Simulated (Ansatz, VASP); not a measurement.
# One calculation of Nb2Sn2S, two programs

```
Nb Sn S
1.0
     0.00000    2.62614    8.07441
     2.62334    0.00000    8.07441
     2.62334    2.62614    0.00000
Nb Sn S
2 2 1
Cartesian
  1.3117 1.3131 4.0372
  3.9350 3.9392 12.1116
  2.6233 2.6261 9.6420
  2.6233 2.6261 6.5068
  0.0000 0.0000 0.0000
```

Change from the starting cell: species swapped into the SmAl2Zn2 type (Fmmm, No. 69).

Alike in both runs: functional PBE; k mesh 10 × 10 × 10; occupations gaussian, width 0.1 eV; no spin polarisation.

Ansatz relaxed the structure, and its values are those at the end. VASP's run is a single point on that final structure, the one shown.

|  | VASP | Ansatz |
| --- | --- | --- |
| version | VASP 6.6.1 | Ansatz 0.2.0 |
| potentials or method | VASP PAW PBE potentials, release 64 (Nb_sv, Sn_d, S), cutoff 520 eV | scalar-relativistic, plane waves, PAW |
| valence electrons in the cell | 60 | 60 |

VASP gave:

| Property | Result |
| --- | --- |
| gap on the k mesh at the Fermi level (eV) | none |
| pressure (GPa) | -0.1 |
| rms of the force components (eV/Å) | 0.003 |

Question: Estimate Ansatz's values.

Answer: gap on the k mesh at the Fermi level (eV): none; pressure (GPa): 0.0; rms of the force components (eV/Å): 0.000.

A gap of «none» marks a metal or a gap that the smearing closes. The functional is the same, so the differences come from potentials, cutoffs and numerics.
